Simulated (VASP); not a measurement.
**Ni: single point with PBE**

The system is Ni.

```
CELL_PARAMETERS angstrom
1.76026 1.76026 0.00000
-1.76026 1.76026 0.00000
0.00000 0.00000 3.52052
ATOMIC_POSITIONS crystal
Ni 0.00000 0.00000 0.00000
Ni 0.50000 0.50000 0.50000
```

```yaml
Program: VASP 6.6.1
Task: single point
Functional: PBE
Potentials_or_basis: VASP PAW PBE potentials, release 64 (Ni)
Cutoff: 520 eV
k_mesh: 16 × 16 × 12
Occupations: fermi-dirac, width 0.1 eV
Spin: collinear spin, ferromagnetic start
Starting_moments: "[1.0, 1.0] μB"
```

The pressure is -0.1 GPa. The net moment is 1.22 μB per cell. The site moments are Ni +0.62 μB and the valence electrons inside the program's atomic spheres are Ni 9.30.

Levels at points of the mesh, in eV from the Fermi level:
Spin up:
| k point | band 7 | band 8 | band 9 | band 10 | band 11 | band 12 | band 13 | band 14 | band 15 | band 16 |
| --- | --- | --- | --- | --- | --- | --- | --- | --- | --- | --- |
| (0.00, 0.00, 0.00) | -1.24 | -1.24 | -0.53 | -0.44 | -0.44 | 2.46 | 9.21 | 14.81 | 14.81 | 19.71 |
| (0.50, 0.00, 0.00) | -1.67 | -1.67 | -1.36 | -1.36 | 0.98 | 0.98 | 11.51 | 11.51 | 12.90 | 12.90 |
| (0.50, 0.50, 0.00) | -0.44 | -0.44 | -0.44 | -0.44 | 2.46 | 2.46 | 9.21 | 9.21 | 14.81 | 14.81 |
| (0.00, 0.00, 0.50) | -1.56 | -1.56 | -1.56 | -1.56 | -0.89 | -0.89 | 19.24 | 19.24 | 19.24 | 19.24 |
| (0.50, 0.00, 0.50) | -0.58 | -0.58 | -0.58 | -0.58 | -0.28 | -0.28 | 5.67 | 5.67 | 22.20 | 22.20 |
| (0.50, 0.50, 0.50) | -1.30 | -1.30 | -0.44 | -0.44 | 7.73 | 7.73 | 7.73 | 7.73 | 9.96 | 9.96 |
Spin down:
| k point | band 7 | band 8 | band 9 | band 10 | band 11 | band 12 | band 13 | band 14 |
| --- | --- | --- | --- | --- | --- | --- | --- | --- |
| (0.00, 0.00, 0.00) | -0.65 | -0.65 | 0.08 | 0.39 | 0.39 | 2.42 | 9.45 | 14.82 |
| (0.50, 0.00, 0.00) | -1.12 | -1.12 | -0.58 | -0.58 | 1.53 | 1.53 | 11.69 | 11.69 |
| (0.50, 0.50, 0.00) | 0.39 | 0.39 | 0.39 | 0.39 | 2.42 | 2.42 | 9.45 | 9.45 |
| (0.00, 0.00, 0.50) | -0.80 | -0.80 | -0.80 | -0.80 | -0.29 | -0.29 | 19.31 | 19.31 |
| (0.50, 0.00, 0.50) | -0.34 | -0.34 | 0.16 | 0.16 | 0.16 | 0.16 | 6.07 | 6.07 |
| (0.50, 0.50, 0.50) | -0.75 | -0.75 | 0.39 | 0.39 | 7.90 | 7.90 | 7.90 | 7.90 |

It took 3.2 min on 1 thread of Oxide Virtual Turin-like Processor, with other jobs on the host, peak memory 0.26 GiB.
